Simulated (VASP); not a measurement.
A run of VASP 6.6.1 is set up as follows.

POSCAR

```
Li2Pd
1.0
    4.2220000000      0.0000000000      0.0000000000
   -2.1110000000      3.6563592548      0.0000000000
    0.0000000000      0.0000000000      2.7240000000
Li Pd
2 1
Direct
    0.3333330000      0.6666670000      0.5000000000
    0.6666670000      0.3333330000      0.5000000000
    0.0000000000      0.0000000000      0.0000000000
```

File INCAR.step1:

```
PREC     = Accurate       # precision mode
ENCUT    = 830            # plane-wave cutoff, eV
ISMEAR   = -1             # smearing method
SIGMA    = 0.15           # smearing width, eV
LREAL    = F              # projectors in reciprocal space
LASPH    = T              # aspherical terms in the spheres
NELM     = 120            # most SCF steps
GGA      = PE             # functional
ALGO     = Normal         # electronic algorithm
EDIFF    = 1E-5           # SCF threshold, eV
LWAVE    = T              # write WAVECAR
LCHARG   = F              # write CHGCAR
GGA_COMPAT= F            
IBRION   = 2              # ionic algorithm
ISIF     = 3              # what is computed and relaxed
EDIFFG   = -0.005         # ionic threshold
NELMIN   = 4            
NSW      = 100            # ionic steps
```

The input INCAR.step2:

```
PREC     = Accurate       # precision mode
ENCUT    = 830            # plane-wave cutoff, eV
EDIFF    = 1E-7           # SCF threshold, eV
ISMEAR   = -1             # smearing method
SIGMA    = 0.15           # smearing width, eV
LREAL    = F              # projectors in reciprocal space
LASPH    = T              # aspherical terms in the spheres
NELM     = 120            # most SCF steps
ALGO     = Normal         # electronic algorithm
ISIF     = 3              # what is computed and relaxed
LWAVE    = F              # write WAVECAR
LCHARG   = F              # write CHGCAR
METAGGA  = R2SCAN         # meta-GGA
LMIXTAU  = T            
IBRION   = 2              # ionic algorithm
NSW      = 80             # ionic steps
EDIFFG   = -0.01          # ionic threshold
PSTRESS  = 50.0         
ISTART   = 1            
GGA_COMPAT= F            
NELMIN   = 4
```

Contents of KPOINTS:

```
Automatic mesh
0
Gamma
  7 7 9
```

Potentials or basis: VASP PAW PBE potentials, release 64 (Li_sv, Pd).

The run is started by

```console
$ cat potpaw_PBE.64/Li_sv/POTCAR potpaw_PBE.64/Pd/POTCAR > POTCAR
$ cp INCAR.step1 INCAR
$ mpirun -np 1 vasp_std > vasp.out
$ cp INCAR.step2 INCAR
$ mpirun -np 1 vasp_std > vasp.out
```

Problem. What does it give for the relaxed cell?

Solution. a = 4.120 Å, b = 4.120 Å, c = 2.616 Å, α = 90.00°, β = 90.00°, γ = 120.00°.

Problem. What does it give for the space group after relaxing (to 0.1 Å)?

Solution. P6/mmm (No. 191).

Problem. Predict the relaxed volume.

Solution. 12.82 Å³/atom.

Final structure:
```yaml
crystal:
  lattice:
    - [4.12039, 0.00000, 0.00000]
    - [-2.06019, 3.56836, 0.00000]
    - [0.00000, 0.00000, 2.61631]
  atoms:
    - { symbol: Li, position: [0.33333, 0.66667, 0.50000] }
    - { symbol: Li, position: [0.66667, 0.33333, 0.50000] }
    - { symbol: Pd, position: [0.00000, 0.00000, 0.00000] }
```

Caveat: the cell is relaxed towards a set pressure, so the run minimises the enthalpy, not the energy; the PAW data sets were made with another functional, which shifts forces and pressure a little.
